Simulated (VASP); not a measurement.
# ReS (P6_3/mmc) in VASP: single point with PBE

Aim: the single point of ReS with PBE.

All numbers are computed with VASP 6.6.1; they aren't measurements. Logs are shortened: lines on timing, memory, paths and dates and some standing lists are left out, and cuts for length are marked.

## 1. The cell of the first run

The structure is hexagonal, space group P6_3/mmc (No. 194). Conventional cell: a = 3.595 Å, b = 3.595 Å, c = 5.358 Å, α = 90.00°, β = 90.00°, γ = 120.00°. Re (site symmetry -3m) has 6 S at 2.47 Å and 2 Re at 2.68 Å within 3.3 Å. S (site symmetry -6m2) has 6 Re at 2.47 Å and 6 S at 3.39 Å within 3.4 Å.

## 2. Single point, PBE, collinear spin

File INCAR:

```
SYSTEM = ReS
PREC = Accurate
ENCUT = 560
EDIFF = 1E-6
ISMEAR = 0
SIGMA = 0.1
LREAL = .FALSE.
LASPH = .TRUE.
NELM = 200
ALGO = Normal
ISIF = 2
LWAVE = .FALSE.
LCHARG = .TRUE.
ISPIN = 2
MAGMOM = 3.5 3.5 0 0
LORBIT = 11
LMAXMIX = 4
GGA = PE
LELF = .TRUE.
LVHAR = .TRUE.
NBANDS = 33
GGA_COMPAT = .FALSE.
```

File KPOINTS:

```
Automatic mesh
0
G
  12 12 8
  0 0 0
```

File POSCAR:

```
ReS
1.0
    3.5948908969      0.0000000000      0.0000000000
   -1.7974454484      3.1132668405      0.0000000000
    0.0000000000      0.0000000000      5.3577963613
Re S
2 2
Direct
    0.0000000000      0.0000000000      0.0000000000
    0.0000000000      0.0000000000      0.5000000000
    0.3333333333      0.6666666667      0.2500000000
    0.6666666667      0.3333333333      0.7500000000
```

Potentials or basis: VASP PAW PBE potentials, release 64 (Re_sv_GW, S).

On the command line:

```console
> cat potpaw_PBE.64/Re_sv_GW/POTCAR potpaw_PBE.64/S/POTCAR > POTCAR
> mpirun -np 1 vasp_std > vasp.out
```

OUTCAR:

```text
SYSTEM = ReS
   PREC = Accurate
   ENCUT = 560
   EDIFF = 1E-6
   ISMEAR = 0
   LREAL = .FALSE.
   LASPH = .TRUE.
   NELM = 200
   ISIF = 2
   ISPIN = 2
   LORBIT = 11
   GGA = PE

 ion  position               nearest neighbor table
   1  0.000  0.000  0.000-   3 2.47   4 2.47   3 2.47   4 2.47   4 2.47   3 2.47   2 2.68   2 2.68

   2  0.000  0.000  0.500-   3 2.47   4 2.47   3 2.47   4 2.47   4 2.47   3 2.47   1 2.68   1 2.68

   3  0.333  0.667  0.250-   1 2.47   2 2.47   1 2.47   2 2.47   1 2.47   2 2.47
   4  0.667  0.333  0.750-   1 2.47   2 2.47   1 2.47   2 2.47   1 2.47   2 2.47

  LATTYP: Found a hexagonal cell.
 ALAT       =     3.5948908969
 C/A-ratio  =     1.4903919243

  Lattice vectors:

 A1 = (   3.5948908969,   0.0000000000,   0.0000000000)
 A2 = (  -1.7974454484,   3.1132668405,   0.0000000000)
 A3 = (   0.0000000000,   0.0000000000,   5.3577963613)

Analysis of symmetry for initial positions (statically):
=====================================================================
 Subroutine PRICEL returns:
 Original cell was already a primitive cell.

 Routine SETGRP: Setting up the symmetry group for a
 hexagonal supercell.

 Subroutine GETGRP returns: Found 24 space group operations
 (whereof 12 operations were pure point group operations)
 out of a pool of 24 trial point group operations.

The static configuration has the point symmetry D_3d.
 The point group associated with its full space group is D_6h.

Analysis of symmetry for dynamics (positions and initial velocities):
=====================================================================
 Subroutine PRICEL returns:
 Original cell was already a primitive cell.

 Routine SETGRP: Setting up the symmetry group for a
 hexagonal supercell.

 Subroutine GETGRP returns: Found 24 space group operations
 (whereof 12 operations were pure point group operations)
 out of a pool of 24 trial point group operations.

The dynamic configuration has the point symmetry D_3d.
 The point group associated with its full space group is D_6h.

Analysis of structural, dynamic, and magnetic symmetry:
=====================================================================
 Subroutine PRICEL returns:
 Original cell was already a primitive cell.

 Routine SETGRP: Setting up the symmetry group for a
 hexagonal supercell.

 Subroutine GETGRP returns: Found 24 space group operations
 (whereof 12 operations were pure point group operations)
 out of a pool of 24 trial point group operations.

The overall configuration has the point symmetry D_3d.
 The point group associated with its full space group is D_6h.

 Subroutine INISYM returns: Found 24 space group operations
 (whereof 12 operations are pure point group operations),
 and found     1 'primitive' translations

----------------------------------------------------------------------------------------

                                     Primitive cell

  volume of cell :      59.9637

  direct lattice vectors                    reciprocal lattice vectors
     3.594890897  0.000000000  0.000000000     0.278172559  0.160603002  0.000000000
    -1.797445448  3.113266841  0.000000000     0.000000000  0.321206004  0.000000000
     0.000000000  0.000000000  5.357796361     0.000000000  0.000000000  0.186643898

  length of vectors
     3.594890897  3.594890897  5.357796361     0.321206004  0.321206004  0.186643898

  position of ions in fractional coordinates (direct lattice)
     0.000000000  0.000000000  0.000000000
     0.000000000  0.000000000  0.500000000
     0.333333333  0.666666667  0.250000000
     0.666666667  0.333333333  0.750000000

  ion indices of the primitive-cell ions
   primitive index   ion index
                 1           1
                 2           2
                 3           3
                 4           4

----------------------------------------------------------------------------------------

 KPOINTS: Automatic mesh

Automatic generation of k-mesh.
 Grid dimensions read from file:
 generate k-points for:   12   12    8

 Generating k-lattice:

  Cartesian coordinates                     Fractional coordinates (reciprocal lattice)
     0.023181047  0.013383583  0.000000000     0.083333333 -0.000000000  0.000000000
     0.000000000  0.026767167  0.000000000     0.000000000  0.083333333  0.000000000
     0.000000000  0.000000000  0.023330487     0.000000000  0.000000000  0.125000000

  Length of vectors
     0.026767167  0.026767167  0.023330487

  Shift w.r.t. Gamma in fractional coordinates (k-lattice)
     0.000000000  0.000000000  0.000000000

 Subroutine IBZKPT returns following result:
 ===========================================

 Found     95 irreducible k-points:

 Following reciprocal coordinates:
            Coordinates               Weight
  0.000000  0.000000  0.000000      1.000000
  0.083333  0.000000  0.000000      6.000000
  0.166667  0.000000  0.000000      6.000000
  0.250000  0.000000  0.000000      6.000000
  0.333333  0.000000  0.000000      6.000000
  0.416667  0.000000  0.000000      6.000000
[... 16 lines left out ...]
  0.250000  0.000000  0.125000     12.000000
  0.333333  0.000000  0.125000     12.000000
 [... further k-points ...]
   k-points           NKPTS =     95   k-points in BZ     NKDIM =     95   number of bands    NBANDS=     33
   number of dos      NEDOS =    301   number of ions     NIONS =      4
   total plane-waves  NPLWV =  32928
   dimension x,y,z NGX =    28 NGY =   28 NGZ =   42
   dimension x,y,z NGXF=    56 NGYF=   56 NGZF=   84
   ions per type =               2   2
   NGX,Y,Z   is equivalent  to a cutoff of  12.95, 12.95, 13.03 a.u.
   NGXF,Y,Z  is equivalent  to a cutoff of  25.90, 25.90, 26.06 a.u.
 SYSTEM =  ReS
   PREC   = accura    normal or accurate (medium, high low for compatibility)
   ISTART =      0    job   : 0-new  1-cont  2-samecut
   ICHARG =      2    charge: 1-file 2-atom 10-const
   ISPIN  =      2    spin polarized calculation?
   LNONCOLLINEAR =      F non collinear calculations
   LSORBIT =      F    spin-orbit coupling
   LASPH  =      T    aspherical Exc in radial PAW
   ENCUT  =  560.0 eV  41.16 Ry    6.42 a.u.   6.94  6.94 10.34*2*pi/ulx,y,z
   NELM   =    200;   NELMIN=  2; NELMDL= -5     # of ELM steps
   EDIFF  = 0.1E-05   stopping-criterion for ELM
   LREAL  =      F    real-space projection
[... 7 lines left out ...]
   TEBEG  =    0.0;   TEEND  =   0.0 temperature during run
   PSTRESS=    0.0 pullay stress
   NELECT =      42.0000    total number of electrons
   NUPDOWN=      -1.0000    fix difference up-down
   EMIN   =  10.00;   EMAX   =-10.00  energy-range for DOS
   EFERMI =   0.00;   METHOD = LEGACY
   ISMEAR =     0;   SIGMA  =   0.10  broadening in eV -4-tet -1-fermi 0-gaus
   EFERMI_NEDOS =   21; number of points for ismear=-14 and -15
   IALGO  =     38    algorithm
   IMIX   =      4    mixing-type and parameters
     AMIX     =   0.40;   BMIX     =  1.00
     AMIX_MAG =   1.60;   BMIX_MAG =  1.00
  volume/ion in A,a.u.               =      14.99       101.16
  Fermi-wavevector in a.u.,A,eV,Ry     =   1.453880  2.747434 28.759539  2.113767
  Thomas-Fermi vector in A             =   2.571095
   LORBIT       =     11    0 simple, 1 ext, 2 COOP (PROOUT), +10 PAW based schemes
   GGA     = PE    functional components
   LHFCALC =     F    Hartree Fock is set to
   AEXX    =    0.0000 exact exchange contribution
   IVDW    =     0    specifies the selected vdW correction
   LEPSILON=     F    determine dielectric tensor
   LRPA    =     F    only Hartree local field effects (RPA)
 spin polarized calculation
 Gauss-broadening in eV      SIGMA  =   0.10
  energy-cutoff  :      560.00
  volume of cell :       59.96
 maximum number of plane-waves:      1824
 NGX is ok and might be reduce to    28
   NGX = 13   NGY = 13   NGZ = 21

 number of electron      41.9999998 magnetization       0.0000182

 number of electron      41.9999998 magnetization      -0.0004519

 Free energy of the ion-electron system (eV)
  ---------------------------------------------------
  ext. energy  EPLUGINS =         0.00000000
  ---------------------------------------------------
  free energy    TOTEN  =       -34.54696711 eV

  energy without entropy =      -34.53487656  energy(sigma->0) =      -34.54092184

 E-fermi :  11.4742     XC(G=0): -12.5675

 val. band max:       11.4685166288   @ k =   0.0833   0.0833   0.3750
 cond. band min:      11.5215436436   @ k =   0.2500   0.2500   0.2500
 fundamental gap:      0.0530270148
 Fermi energy:        11.4742472808

 spin component 1

 k-point     1 :       0.0000    0.0000    0.0000
  band No.  band energies     occupation
      1     -68.7713      1.00000
      2     -68.7146      1.00000
      3     -31.2634      1.00000
      4     -30.6151      1.00000
      5     -30.6151      1.00000
      6     -30.5161      1.00000
[... 25 lines left out ...]
     32      22.8266      0.00000
     33      23.2238      0.00000

 k-point     2 :       0.0833    0.0000    0.0000
  band No.  band energies     occupation
      1     -68.7713      1.00000
      2     -68.7145      1.00000
      3     -31.2623      1.00000
      4     -30.6202      1.00000
      5     -30.6164      1.00000
      6     -30.5202      1.00000
[... 25 lines left out ...]
     32      22.4122      0.00000
     33      22.7736      0.00000
[... 754 lines left out ...]
     32      20.7435      0.00000
     33      21.7321      0.00000

 k-point    24 :       0.3333    0.0000    0.1250
  band No.  band energies     occupation
      1     -68.7682      1.00000
      2     -68.7158      1.00000
      3     -31.2208      1.00000
      4     -30.6668      1.00000
      5     -30.6249      1.00000
      6     -30.5653      1.00000
[... 25 lines left out ...]
     32      21.2802      0.00000
     33      21.5265      0.00000

 [... further k-points ...]

 spin component 2

 k-point     1 :       0.0000    0.0000    0.0000
  band No.  band energies     occupation
      1     -68.7714      1.00000
      2     -68.7147      1.00000
      3     -31.2635      1.00000
      4     -30.6153      1.00000
      5     -30.6153      1.00000
      6     -30.5163      1.00000
[... 25 lines left out ...]
     32      22.8265      0.00000
     33      23.3617      0.00000

 k-point     2 :       0.0833    0.0000    0.0000
  band No.  band energies     occupation
      1     -68.7714      1.00000
      2     -68.7146      1.00000
      3     -31.2624      1.00000
      4     -30.6204      1.00000
      5     -30.6166      1.00000
      6     -30.5204      1.00000
[... 25 lines left out ...]
     32      22.4121      0.00000
     33      22.7736      0.00000
[... 754 lines left out ...]
     32      20.7435      0.00000
     33      21.7471      0.00000

 k-point    24 :       0.3333    0.0000    0.1250
  band No.  band energies     occupation
      1     -68.7683      1.00000
      2     -68.7159      1.00000
      3     -31.2208      1.00000
      4     -30.6669      1.00000
      5     -30.6250      1.00000
      6     -30.5654      1.00000
[... 25 lines left out ...]
     32      21.2801      0.00000
     33      21.5264      0.00000

 [... further k-points ...]

------------------------ aborting loop because EDIFF is reached ----------------------------------------

  FORCE on cell =-STRESS in cart. coord.  units (eV):
  Direction    XX          YY          ZZ          XY          YZ          ZX
  --------------------------------------------------------------------------------------
  -------------------------------------------------------------------------------------
  Total       -0.2994116     -0.2994116     -0.2983409     -0.0000000     -0.0000000      0.0000000
  in kB       -8.0000188     -8.0000188     -7.9714086     -0.0000000     -0.0000000      0.0000000
  external PRESSURE =      -7.9904821 kB  Pullay stress =       0.0000000 kB

 VOLUME and BASIS-vectors are now :
 -----------------------------------------------------------------------------
  energy-cutoff  :      560.00
  volume of cell :       59.96
      direct lattice vectors                 reciprocal lattice vectors
     3.594890897  0.000000000  0.000000000     0.278172559  0.160603002  0.000000000
    -1.797445448  3.113266841  0.000000000     0.000000000  0.321206004  0.000000000
     0.000000000  0.000000000  5.357796361     0.000000000  0.000000000  0.186643898

 POSITION                                       TOTAL-FORCE (eV/Angst)
 -----------------------------------------------------------------------------------
      0.00000      0.00000      0.00000        -0.000000      0.000000      0.000000
      0.00000      0.00000      2.67890        -0.000000      0.000000      0.000000
     -0.00000      2.07551      1.33945        -0.000000      0.000000      0.000000
      1.79745      1.03776      4.01835         0.000000     -0.000000     -0.000000
 -----------------------------------------------------------------------------------
    total drift:                               -0.000000      0.000000     -0.000000

  FREE ENERGIE OF THE ION-ELECTRON SYSTEM (eV)
  ---------------------------------------------------
  free  energy   TOTEN  =       -34.5469671133 eV

  energy  without entropy=      -34.5348765602  energy(sigma->0) =      -34.54092184

 total charge

# of ion       s       p       d       f       tot
--------------------------------------------------
    1        3.233   6.021   4.307   0.071  13.632
    2        3.233   6.021   4.307   0.071  13.632
    3        1.293   2.357   0.000   0.000   3.649
    4        1.293   2.357   0.000   0.000   3.649
--------------------------------------------------
tot          9.051  16.755   8.615   0.143  34.563

 magnetization (x)

# of ion       s       p       d       f       tot
--------------------------------------------------
    1        0.000  -0.000  -0.000  -0.000  -0.000
    2        0.000  -0.000  -0.000  -0.000  -0.000
    3        0.000   0.000   0.000   0.000   0.000
    4        0.000   0.000   0.000   0.000   0.000
--------------------------------------------------
tot          0.000   0.000  -0.000  -0.000  -0.000
```

Run time: 2.7 min. Hardware: 1 thread of Intel Xeon 6975P-C (Granite Rapids), shared host; peak memory 0.42 GiB.

What came out:

```
Free energy                                           : -34.5470 eV
Pressure                                              : -0.8 GPa
Band gap on the k mesh                                : zero (filled and empty bands overlap)
Net moment                                            : 0.00 μB per cell
Valence electrons inside the program's atomic spheres : Re 13.63; S 3.65
```

Levels at points of the mesh, in eV from the Fermi level:
Spin up:
| k point | band 19 | band 20 | band 21 | band 22 | band 23 | band 24 |
| --- | --- | --- | --- | --- | --- | --- |
| (0.00, 0.00, 0.00) | -2.54 | -2.30 | -2.30 | 0.97 | 0.97 | 2.27 |
| (0.50, 0.00, 0.00) | -0.73 | -0.72 | -0.35 | 0.81 | 0.92 | 1.71 |
| (0.00, 0.00, 0.50) | -1.94 | -1.94 | -1.70 | -1.70 | 2.12 | 2.12 |
| (0.50, 0.00, 0.50) | -0.26 | -0.26 | -0.21 | -0.21 | 1.41 | 1.41 |
Spin down:
```csv
k point,band 19,band 20,band 21,band 22,band 23,band 24
"(0.00, 0.00, 0.00)",-2.54,-2.30,-2.30,0.97,0.97,2.27
"(0.50, 0.00, 0.00)",-0.73,-0.72,-0.35,0.81,0.92,1.71
"(0.00, 0.00, 0.50)",-1.94,-1.94,-1.70,-1.70,2.12,2.12
"(0.50, 0.00, 0.50)",-0.26,-0.26,-0.21,-0.21,1.41,1.41
```

Caveat: spin-orbit coupling is left out, which moves the levels of the heavy elements.

The gap in the log of VASP goes by the Fermi energy; the results here count the filled bands.